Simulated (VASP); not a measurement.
Here is a VASP 6.6.1 calculation.

INCAR

```
PREC     = Accurate       # precision mode
ENCUT    = 520            # plane-wave cutoff, eV
EDIFF    = 1E-6           # SCF threshold, eV
ISMEAR   = 0              # smearing method
SIGMA    = 0.15           # smearing width, eV
LREAL    = False          # projectors in reciprocal space
LASPH    = True           # aspherical terms in the spheres
NELM     = 80             # most SCF steps
ALGO     = Normal         # electronic algorithm
ISIF     = 2              # what is computed and relaxed
LWAVE    = False          # write WAVECAR
LCHARG   = False          # write CHGCAR
GGA      = PS             # functional
NBANDS   = 10             # bands
```

File KPOINTS:

```
regular mesh
0
Gamma
  22 22 22
```

POSCAR

```
Ir
1.0
    0.0000000000      2.0156850000      2.0156850000
    2.0156850000      0.0000000000      2.0156850000
    2.0156850000      2.0156850000      0.0000000000
Ir
1
Direct
    0.0000000000      0.0000000000      0.0000000000
```

Potentials or basis: VASP PAW PBE potentials, release 64 (Ir).

The run is started by

```console
$ cat potpaw_PBE.64/Ir/POTCAR > POTCAR
$ mpirun -np 1 vasp_std > vasp.out
```

Task: Estimate the pressure.

Result: -39.7 GPa.

Task: What does it give for the band gap on the k mesh?

Result: Zero (an odd number of electrons rules out a gap without spin polarisation).

Caveat: the cell differs from its parent crystal (strain +0.050 along x and y, +0.050 along z); the cell stands under tension; the PAW data sets were made with another functional, which shifts forces and pressure a little; spin-orbit coupling is left out, which moves the levels of the heavy elements.
